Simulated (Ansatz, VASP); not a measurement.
# One calculation of HfO2, two programs

```
Hf O
1.0
     4.74848    0.00000    0.00000
     0.00000    4.74848    0.00000
     0.00000    0.00000    3.16209
Hf O
2 4
Direct
  0.00000 0.00000 0.00000
  0.50000 0.50000 0.50000
  0.19495 0.80505 0.50000
  0.30505 0.30505 0.00000
  0.69495 0.69495 0.00000
  0.80505 0.19495 0.50000
```

Alike in both runs: task single point; functional PBEsol; k mesh 4 × 4 × 6; no spin polarisation.

|  | VASP | Ansatz |
| --- | --- | --- |
| version | VASP 6.6.1 | Ansatz 0.2.0 |
| potentials or method | VASP PAW PBE potentials, release 64 (Hf_pv, O), cutoff 520 eV | plane waves, PAW |
| occupations | gaussian, width 0.01 eV | fixed |
| valence electrons in the cell | 44 | 76 |

VASP gave:

```
pressure (GPa)                                                : 9.5
traceless stress, the component that is largest in VASP (GPa) : 1.41
```

Task: What did Ansatz give for the same quantities?

Result: Pressure (GPa): 12.4; traceless stress, the component that is largest in VASP (GPa): 1.84.

VASP's potentials were made for PBE, not for PBEsol. VASP's potentials hold 44 valence electrons a cell and Ansatz's 76, so a difference there can come from the potentials and not from the codes.

Neither program's run includes spin-orbit coupling.
